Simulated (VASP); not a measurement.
Set up this calculation in VASP 6.6.1, as the native input.

* Task: single point
* Functional: PBE
* Potentials or basis: VASP PAW PBE potentials, release 64 (Pb_d, O)
* Cutoff: 520 eV
* k mesh: 9 × 9 × 9
* Occupations: fermi-dirac, width 0.0612256 eV
* Spin: no spin polarisation
* Dipole correction: no
* Further INCAR settings: ALGO = Normal; EDIFF = 1e-06; NBANDS = 24

The structure of PbO3 (ReO3 type) lies in POSCAR:

```
PbO3
1.0
    4.3804881311      0.0000000000      0.0000000000
    0.0000000000      4.3804881311      0.0000000000
    0.0000000000      0.0000000000      4.3804881311
Pb O
1 3
Direct
    0.0000000000      0.0000000000      0.0000000000
    0.5000000000      0.0000000000      0.0000000000
    0.0000000000      0.5000000000      0.0000000000
    0.0000000000      0.0000000000      0.5000000000
```

These files were run (other wordings do the same):

INCAR

```
PREC = Accurate
ENCUT = 520
EDIFF = 1E-6
ISMEAR = -1
SIGMA = 0.06122561905347299
LREAL = False
LASPH = True
NELM = 60
ALGO = Normal
ISIF = 2
LWAVE = False
LCHARG = False
GGA = PE
NBANDS = 24
```

KPOINTS

```
Automatic mesh
0
Gamma
  9 9 9
```

Potentials or basis: VASP PAW PBE potentials, release 64 (Pb_d, O).

Launch:

```bash
$ cat potpaw_PBE.64/Pb_d/POTCAR potpaw_PBE.64/O/POTCAR > POTCAR
$ mpirun -np 1 vasp_std > vasp.out
```

Results of the run:

```
Pressure               : -3.2 GPa
Band gap on the k mesh : zero (bands 16 and 17 overlap by 0.60 eV)
```

Caveat: the cell stands under tension; semilocal functionals underestimate gaps, and a narrow one can read as zero; spin-orbit coupling is left out, which moves the levels of the heavy elements.

It took 82 s on 1 thread of Intel Xeon 8259CL (shared host), peak memory 0.24 GiB.
